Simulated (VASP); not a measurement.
Here is a VASP 6.6.1 calculation.

File INCAR:

```
SYSTEM = Cl
PREC = Accurate ; ENCUT = 520
EDIFF = 1E-6 ; ISMEAR = 0
SIGMA = 0.02 ; LREAL = .False.
LASPH = .True. ; NELM = 100
ALGO = Normal ; ISIF = 2
LWAVE = .False. ; LCHARG = .False.
GGA = PE ; NBANDS = 22
```

The input KPOINTS:

```
Automatic mesh
0
Gamma
  8 8 4
  0 0 0
```

File POSCAR:

```
Cl
1.0
    3.9523608074     -2.1474170618      0.0000000000
    3.9523608074      2.1474170618      0.0000000000
    0.0000000000      0.0000000000      8.3364627964
Cl
4
Direct
    0.1134491445      0.8865508555      0.1065231886
    0.6134491445      0.3865508555      0.3934768114
    0.8865508555      0.1134491445      0.8934768114
    0.3865508555      0.6134491445      0.6065231886
```

Potentials or basis: VASP PAW PBE potentials, release 64 (Cl).

The run is started by

```bash
$ cat potpaw_PBE.64/Cl/POTCAR > POTCAR
$ mpirun -np 1 vasp_std > vasp.out
```

(1) Predict the pressure.

(2) Estimate the band gap on the k mesh.

(3) Predict the largest force.

Results:

(1) -0.3 GPa.

(2) 2.34 eV.

(3) 0.176 eV/Å.

Caveat: this functional lacks dispersion, which holds the molecules together, so the pressure and a relaxed volume are unreliable.
